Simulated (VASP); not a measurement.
Set up this calculation in VASP 6.6.1, as the native input.

* Task: single point
* Functional: PBEsol
* Dispersion: D3(BJ)
* Potentials or basis: VASP PAW PBE potentials, release 64 (Al)
* Cutoff: 520 eV
* k mesh: 28 × 28 × 28
* Occupations: gaussian, width 0.15 eV
* Spin: no spin polarisation
* Dipole correction: no
* Further INCAR settings: ALGO = Fast; EDIFF = 1e-06; NBANDS = 8

The structure of Al lies in POSCAR:

```
Al
1.0
    0.0000000000      1.7308054188      2.5962081282
    1.7308054188      0.0000000000      2.5962081282
    1.7308054188      1.7308054188      0.0000000000
Al
1
Direct
    0.0000000000      0.0000000000      0.0000000000
```

This cell differs from its parent crystal: ratio of the length along z to the lengths across it x 1.5, volume and fractional coordinates fixed.

These files were run (other wordings do the same):

INCAR

```
ALGO     = Fast           # electronic algorithm
EDIFF    = 1E-6           # SCF threshold, eV
ENCUT    = 520            # plane-wave cutoff, eV
GGA      = PS             # functional
ISIF     = 2              # what is computed and relaxed
ISMEAR   = 0              # smearing method
IVDW     = 12             # dispersion correction
LASPH    = True           # aspherical terms in the spheres
LCHARG   = False          # write CHGCAR
LREAL    = False          # projectors in reciprocal space
LWAVE    = False          # write WAVECAR
NBANDS   = 8              # bands
NELM     = 100            # most SCF steps
PREC     = Accurate       # precision mode
SIGMA    = 0.15           # smearing width, eV
```

KPOINTS

```
k-points
0
Gamma
  28 28 28
```

Potentials or basis: VASP PAW PBE potentials, release 64 (Al).

Command:

```console
$ cat potpaw_PBE.64/Al/POTCAR > POTCAR
$ mpirun -np 1 vasp_std > vasp.out
```

Results of the run:

```json
{
  "Pressure": "14.7 GPa",
  "Dispersion energy per atom": "-0.337 eV"
}
```

Caveat: the PAW data sets were made with another functional, which shifts forces and pressure a little; pairwise dispersion overbinds metals, which lowers pressure and volume.

It took 63 s on 1 thread of Intel Xeon 6975P-C (shared host), peak memory 0.29 GiB.
